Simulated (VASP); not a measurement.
# Hf2Br (Fm-3m) in VASP: notebook

The runs below take Hf2Br through single point, relaxation of cell and atoms, with PBE.

All numbers are computed with VASP 6.6.1; they aren't measurements. Logs are shortened: lines on timing, memory, paths and dates and some standing lists are left out, and cuts for length are marked.

## Step 1: The cell of the first run

Symmetry: Fm-3m, No. 225, cubic system. Conventional cell: a = 6.503 Å, b = 6.503 Å, c = 6.503 Å, α = 90.00°, β = 90.00°, γ = 90.00°. Hf (site symmetry -43m) has 4 Br at 2.82 Å and 6 Hf at 3.25 Å within 3.7 Å. Br (site symmetry m-3m) has 8 Hf at 2.82 Å within 3.7 Å.

## Step 2: Single point, PBE

The input, INCAR:

```
SYSTEM = Hf2Br
PREC     = Accurate       ! precision mode
ENCUT    = 520            ! plane-wave cutoff, eV
EDIFF    = 1E-6           ! SCF threshold, eV
ISMEAR   = 0              ! smearing method
SIGMA    = 0.1            ! smearing width, eV
LREAL    = .False.        ! projectors in reciprocal space
LASPH    = .True.         ! aspherical terms in the spheres
NELM     = 100            ! most SCF steps
ALGO     = Normal         ! electronic algorithm
ISIF     = 2              ! what is computed and relaxed
LWAVE    = .False.        ! write WAVECAR
LCHARG   = .False.        ! write CHGCAR
GGA      = PE             ! functional
NBANDS   = 20             ! bands
```

The input, KPOINTS:

```
Automatic mesh
0
Gamma
  12 12 12
  0 0 0
```

The input, POSCAR:

```
Hf2Br
1.0
    0.0000000000      3.2516762693      3.2516762693
    3.2516762693      0.0000000000      3.2516762693
    3.2516762693      3.2516762693      0.0000000000
Hf Br
2 1
Direct
    0.2500000000      0.2500000000      0.2500000000
    0.7500000000      0.7500000000      0.7500000000
    0.0000000000      0.0000000000      0.0000000000
```

Potentials or basis: VASP PAW PBE potentials, release 64 (Hf_pv, Br).

Command:

```console
$ cat potpaw_PBE.64/Hf_pv/POTCAR potpaw_PBE.64/Br/POTCAR > POTCAR
$ mpirun -np 1 vasp_std > vasp.out
```

OUTCAR:

```text
SYSTEM = Hf2Br
   PREC = Accurate
   ENCUT = 520
   EDIFF = 1E-6
   ISMEAR = 0
   LREAL = .False.
   LASPH = .True.
   NELM = 100
   ISIF = 2
   GGA = PE

 ion  position               nearest neighbor table
   1  0.250  0.250  0.250-   3 2.82   3 2.82   3 2.82   3 2.82   2 3.25   2 3.25   2 3.25   2 3.25
                             2 3.25   2 3.25
   2  0.750  0.750  0.750-   3 2.82   3 2.82   3 2.82   3 2.82   1 3.25   1 3.25   1 3.25   1 3.25
                             1 3.25   1 3.25
   3  0.000  0.000  0.000-   2 2.82   2 2.82   2 2.82   1 2.82   2 2.82   1 2.82   1 2.82   1 2.82

  LATTYP: Found a face centered cubic cell.
 ALAT       =     6.5033525386

  Lattice vectors:

 A1 = (   0.0000000000,   3.2516762693,   3.2516762693)
 A2 = (   3.2516762693,   0.0000000000,   3.2516762693)
 A3 = (   3.2516762693,   3.2516762693,   0.0000000000)

Analysis of symmetry for initial positions (statically):
=====================================================================
 Subroutine PRICEL returns:
 Original cell was already a primitive cell.

 Routine SETGRP: Setting up the symmetry group for a
 face centered cubic supercell.

 Subroutine GETGRP returns: Found 48 space group operations
 (whereof 48 operations were pure point group operations)
 out of a pool of 48 trial point group operations.

The static configuration has the point symmetry O_h .

Analysis of symmetry for dynamics (positions and initial velocities):
=====================================================================
 Subroutine PRICEL returns:
 Original cell was already a primitive cell.

 Routine SETGRP: Setting up the symmetry group for a
 face centered cubic supercell.

 Subroutine GETGRP returns: Found 48 space group operations
 (whereof 48 operations were pure point group operations)
 out of a pool of 48 trial point group operations.

The dynamic configuration has the point symmetry O_h .

 Subroutine INISYM returns: Found 48 space group operations
 (whereof 48 operations are pure point group operations),
 and found     1 'primitive' translations

----------------------------------------------------------------------------------------

                                     Primitive cell

  volume of cell :      68.7625

  direct lattice vectors                    reciprocal lattice vectors
     0.000000000  3.251676269  3.251676269    -0.153766845  0.153766845  0.153766845
     3.251676269  0.000000000  3.251676269     0.153766845 -0.153766845  0.153766845
     3.251676269  3.251676269  0.000000000     0.153766845  0.153766845 -0.153766845

  length of vectors
     4.598564680  4.598564680  4.598564680     0.266331988  0.266331988  0.266331988

  position of ions in fractional coordinates (direct lattice)
     0.250000000  0.250000000  0.250000000
     0.750000000  0.750000000  0.750000000
     0.000000000  0.000000000  0.000000000

  ion indices of the primitive-cell ions
   primitive index   ion index
                 1           1
                 2           2
                 3           3

----------------------------------------------------------------------------------------

 KPOINTS: Automatic mesh

Automatic generation of k-mesh.
 Grid dimensions read from file:
 generate k-points for:   12   12   12

 Generating k-lattice:

  Cartesian coordinates                     Fractional coordinates (reciprocal lattice)
    -0.012813904  0.012813904  0.012813904     0.083333333  0.000000000  0.000000000
     0.012813904 -0.012813904  0.012813904     0.000000000  0.083333333  0.000000000
     0.012813904  0.012813904 -0.012813904     0.000000000  0.000000000  0.083333333

  Length of vectors
     0.022194332  0.022194332  0.022194332

  Shift w.r.t. Gamma in fractional coordinates (k-lattice)
     0.000000000  0.000000000  0.000000000

 Subroutine IBZKPT returns following result:
 ===========================================

 Found     72 irreducible k-points:

 Following reciprocal coordinates:
            Coordinates               Weight
  0.000000  0.000000  0.000000      1.000000
  0.083333  0.000000  0.000000      8.000000
  0.166667  0.000000  0.000000      8.000000
  0.250000  0.000000  0.000000      8.000000
  0.333333  0.000000  0.000000      8.000000
  0.416667  0.000000  0.000000      8.000000
[... 16 lines left out ...]
  0.500000  0.166667  0.000000     24.000000
 -0.416667  0.166667  0.000000     24.000000
 [... further k-points ...]
   k-points           NKPTS =     72   k-points in BZ     NKDIM =     72   number of bands    NBANDS=     20
   number of dos      NEDOS =    301   number of ions     NIONS =      3
   total plane-waves  NPLWV =  46656
   dimension x,y,z NGX =    36 NGY =   36 NGZ =   36
   dimension x,y,z NGXF=    72 NGYF=   72 NGZF=   72
   ions per type =               2   1
   NGX,Y,Z   is equivalent  to a cutoff of  13.01, 13.01, 13.01 a.u.
   NGXF,Y,Z  is equivalent  to a cutoff of  26.03, 26.03, 26.03 a.u.
 SYSTEM =  Hf2Br
   PREC   = accura    normal or accurate (medium, high low for compatibility)
   ISTART =      0    job   : 0-new  1-cont  2-samecut
   ICHARG =      2    charge: 1-file 2-atom 10-const
   ISPIN  =      1    spin polarized calculation?
   LNONCOLLINEAR =      F non collinear calculations
   LSORBIT =      F    spin-orbit coupling
   LASPH  =      T    aspherical Exc in radial PAW
   ENCUT  =  520.0 eV  38.22 Ry    6.18 a.u.   8.55  8.55  8.55*2*pi/ulx,y,z
   NELM   =    100;   NELMIN=  2; NELMDL= -5     # of ELM steps
   EDIFF  = 0.1E-05   stopping-criterion for ELM
   LREAL  =      F    real-space projection
   EDIFFG = 0.1E-04   stopping-criterion for IOM
   NSW    =      0    number of steps for IOM
   IBRION =     -1    ionic relax: 0-MD 1-quasi-New 2-CG
   NFREE  =      0    steps in history (QN), initial steepest desc. (CG)
   ISIF   =      2    stress and relaxation
   ISYM   =      2    0-nonsym 1-usesym 2-fastsym
   POTIM  = 0.5000    time-step for ionic-motion
   TEBEG  =    0.0;   TEEND  =   0.0 temperature during run
   PSTRESS=    0.0 pullay stress
   NELECT =      27.0000    total number of electrons
   NUPDOWN=      -1.0000    fix difference up-down
   EMIN   =  10.00;   EMAX   =-10.00  energy-range for DOS
   EFERMI =   0.00;   METHOD = LEGACY
   ISMEAR =     0;   SIGMA  =   0.10  broadening in eV -4-tet -1-fermi 0-gaus
   EFERMI_NEDOS =   21; number of points for ismear=-14 and -15
   IALGO  =     38    algorithm
   IMIX   =      4    mixing-type and parameters
     AMIX     =   0.40;   BMIX     =  1.00
     AMIX_MAG =   1.60;   BMIX_MAG =  1.00
  volume/ion in A,a.u.               =      22.92       154.68
  Fermi-wavevector in a.u.,A,eV,Ry     =   1.198796  2.265397 19.553109  1.437113
  Thomas-Fermi vector in A             =   2.334676
   LORBIT       =      0    0 simple, 1 ext, 2 COOP (PROOUT), +10 PAW based schemes
   GGA     = PE    functional components
   LHFCALC =     F    Hartree Fock is set to
   AEXX    =    0.0000 exact exchange contribution
   IVDW    =     0    specifies the selected vdW correction
   LEPSILON=     F    determine dielectric tensor
   LRPA    =     F    only Hartree local field effects (RPA)
 non-spin polarized calculation
 Gauss-broadening in eV      SIGMA  =   0.10
  energy-cutoff  :      520.00
  volume of cell :       68.76
 maximum number of plane-waves:      1880
 NGX is ok and might be reduce to    36
   NGX = 17   NGY = 17   NGZ = 17

 number of electron      27.0000000 magnetization

 Free energy of the ion-electron system (eV)
  ---------------------------------------------------
  ext. energy  EPLUGINS =         0.00000000
  ---------------------------------------------------
  free energy    TOTEN  =       -19.80868839 eV

  energy without entropy =      -19.79906622  energy(sigma->0) =      -19.80387731

 E-fermi :   5.5499     XC(G=0): -10.7143

 val. band max:        5.5433790512   @ k =   0.4167   0.1667   0.0833
 cond. band min:       5.5527556336   @ k =  -0.1667   0.2500   0.0833
 fundamental gap:      0.0093765824
 Fermi energy:         5.5499036278

 k-point     1 :       0.0000    0.0000    0.0000
  band No.  band energies     occupation
      1     -25.7949      2.00000
      2     -25.7949      2.00000
      3     -25.7949      2.00000
      4     -25.5382      2.00000
      5     -25.5382      2.00000
      6     -25.5382      2.00000
[... 12 lines left out ...]
     19       8.5100      0.00000
     20      10.2131      0.00000

 k-point     2 :       0.0833    0.0000    0.0000
  band No.  band energies     occupation
      1     -25.7919      2.00000
      2     -25.7909      2.00000
      3     -25.7909      2.00000
      4     -25.5448      2.00000
      5     -25.5429      2.00000
      6     -25.5429      2.00000
[... 12 lines left out ...]
     19       8.8925      0.00000
     20       9.8230      0.00000

 k-point     3 :       0.1667    0.0000    0.0000
  band No.  band energies     occupation
      1     -25.7831      2.00000
      2     -25.7790      2.00000
      3     -25.7790      2.00000
      4     -25.5633      2.00000
      5     -25.5567      2.00000
      6     -25.5567      2.00000
[... 12 lines left out ...]
     19       8.5957      0.00000
     20       9.3830      0.00000

 k-point     4 :       0.2500    0.0000    0.0000
  band No.  band energies     occupation
      1     -25.7686      2.00000
      2     -25.7600      2.00000
      3     -25.7600      2.00000
      4     -25.5909      2.00000
      5     -25.5784      2.00000
      6     -25.5784      2.00000
[... 12 lines left out ...]
     19       8.0945      0.00000
     20       9.4321      0.00000

 k-point     5 :       0.3333    0.0000    0.0000
  band No.  band energies     occupation
      1     -25.7489      2.00000
      2     -25.7347      2.00000
      3     -25.7347      2.00000
      4     -25.6236      2.00000
      5     -25.6062      2.00000
      6     -25.6062      2.00000
[... 12 lines left out ...]
     19       7.4198      0.00000
     20       9.6497      0.00000
[... 353 lines left out ...]
      6     -25.5417      2.00000
[... 12 lines left out ...]
     19       8.3327      0.00000
     20       8.7765      0.00000

 k-point    22 :       0.4167    0.1667    0.0000
  band No.  band energies     occupation
      1     -25.7916      2.00000
      2     -25.7818      2.00000
      3     -25.7553      2.00000
      4     -25.6067      2.00000
      5     -25.5673      2.00000
      6     -25.5612      2.00000
[... 12 lines left out ...]
     19       7.9231      0.00000
     20       8.7821      0.00000

 k-point    23 :       0.5000    0.1667    0.0000
  band No.  band energies     occupation
      1     -25.7938      2.00000
      2     -25.7638      2.00000
      3     -25.7566      2.00000
      4     -25.5972      2.00000
      5     -25.5877      2.00000
      6     -25.5736      2.00000
[... 12 lines left out ...]
     19       7.6683      0.00000
     20       9.1417      0.00000

 k-point    24 :      -0.4167    0.1667    0.0000
  band No.  band energies     occupation
      1     -25.8136      2.00000
      2     -25.7387      2.00000
      3     -25.7250      2.00000
      4     -25.6301      2.00000
      5     -25.6194      2.00000
      6     -25.5475      2.00000
[... 12 lines left out ...]
     19       7.6537      0.00000
     20       9.4918      0.00000

 [... further k-points ...]
[... 5 lines left out ...]
  --------------------------------------------------------------------------------------
  -------------------------------------------------------------------------------------
  Total       -0.2283380     -0.2283380     -0.2283380      0.0000000      0.0000000      0.0000000
  in kB       -5.3203093     -5.3203093     -5.3203093      0.0000000      0.0000000      0.0000000
  external PRESSURE =      -5.3203093 kB  Pullay stress =       0.0000000 kB

 VOLUME and BASIS-vectors are now :
 -----------------------------------------------------------------------------
  energy-cutoff  :      520.00
  volume of cell :       68.76
      direct lattice vectors                 reciprocal lattice vectors
     0.000000000  3.251676269  3.251676269    -0.153766845  0.153766845  0.153766845
     3.251676269  0.000000000  3.251676269     0.153766845 -0.153766845  0.153766845
     3.251676269  3.251676269  0.000000000     0.153766845  0.153766845 -0.153766845

 POSITION                                       TOTAL-FORCE (eV/Angst)
 -----------------------------------------------------------------------------------
      1.62584      1.62584      1.62584        -0.000000      0.000000     -0.000000
      4.87751      4.87751      4.87751         0.000000     -0.000000      0.000000
      0.00000      0.00000      0.00000         0.000000      0.000000      0.000000
 -----------------------------------------------------------------------------------
    total drift:                                0.000000      0.000000      0.000000

  FREE ENERGIE OF THE ION-ELECTRON SYSTEM (eV)
  ---------------------------------------------------
  free  energy   TOTEN  =       -19.8086883936 eV

  energy  without entropy=      -19.7990662178  energy(sigma->0) =      -19.80387731
```

Run time: 81 s. Hardware: 1 thread of Oxide Virtual Turin-like, shared host; peak memory 0.23 GiB.

What came out:

* Free energy: -19.8087 eV
* Pressure: -0.5 GPa

Caveat: spin-orbit coupling is left out, which moves the levels of the heavy elements; an odd number of electrons without spin polarisation forces a metal; a magnetic or distorted state may lie lower.

(Continued in part 2 of 2.)
